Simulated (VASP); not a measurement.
Crystal: CoNiO2.

```
Ni Co O
1.0
     3.01433    0.00000    0.00000
     0.00000    3.01433    0.00000
     0.00000    0.00000    4.22229
Ni Co O
1 1 2
Cartesian
  0.0000 0.0000 0.0000
  1.5072 1.5072 2.1111
  0.0000 0.0000 2.1111
  1.5072 1.5072 0.0000
```

Base run:

```yaml
Program: VASP 6.6.1
Functional: PBEsol
Potentials_or_basis: VASP PAW PBE potentials, release 64 (Ni, Co, O)
Cutoff: 520 eV
k_mesh: 7 × 7 × 5
Occupations: fermi-dirac, width 0.05 eV
Spin: collinear spin, ferromagnetic start
Starting_moments: "[2.0, 4.0, 0.0, 0.0] μB"
Fixed_moment: 6 μB
```

Its results: pressure 1.5 GPa; site moments Ni +1.74; Co +2.88; O +0.53 μB.

Question: The run is repeated on the same cell with these changes: fixed moment from 6 μB to 4.5 μB; moments at the start from [2.0, 4.0, 0.0, 0.0] to [1.5, 3.0, 0.0, 0.0]. What comes out?

Answer: Pressure -12.1 GPa; site moments Ni +1.27; Co +2.57; O +0.30, +0.27 μB.

Caveats: the PAW data sets were made with another functional, which shifts forces and pressure a little; the total moment is fixed, so each spin has its own Fermi level.
